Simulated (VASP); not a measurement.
Crystal: Tl3Cu.

```
CELL_PARAMETERS angstrom
4.71700 0.00000 0.00000
0.00000 4.71700 0.00000
0.00000 0.00000 4.71700
ATOMIC_POSITIONS crystal
Tl 0.50000 0.50000 0.00000
Tl 0.50000 0.00000 0.50000
Tl 0.00000 0.50000 0.50000
Cu 0.00000 0.00000 0.00000
```

| Property | Result |
| --- | --- |
| Program | VASP 6.6.1 |
| Task | relaxation of cell and atoms |
| Functional | PBE |
| Dispersion | D4 |
| Potentials or basis | VASP PAW PBE potentials, release 64 (Tl_d, Cu) |
| Cutoff | 600 eV |
| k mesh | 6 × 6 × 6 |
| Occupations | fermi-dirac, width 0.05 eV |
| Spin | no spin polarisation |

At the start: pressure -2.1 GPa; volume 26.24 Å³/atom.

How do energy, volume and symmetry change on relaxing?

Over 5 steps the energy falls by 11.0 meV/atom and the volume is 24.64 Å³/atom (-6.1 %); space group Pm-3m (No. 221, to 0.1 Å) before and after.

Step by step:
```tsv
step	energy change (eV)	largest force (eV/Å)	pressure (GPa)	volume (Å³)
1	0.0000	0.0000	-2.10	104.95
2	-0.0423	0.0000	-0.64	99.82
3	-0.0390	0.0000	0.78	96.67
4	-0.0439	0.0000	0.11	98.37
5	-0.0440	0.0000	0.05	98.58
```

Final structure:
```xyz
4
Lattice="4.6195 0.0000 0.0000 0.0000 4.6195 0.0000 0.0000 0.0000 4.6195" Properties=species:S:1:pos:R:3 pbc="T T T"
Tl    2.3097    2.3097    0.0000
Tl    2.3097    0.0000    2.3097
Tl    0.0000    2.3097    2.3097
Cu    0.0000    0.0000    0.0000
```
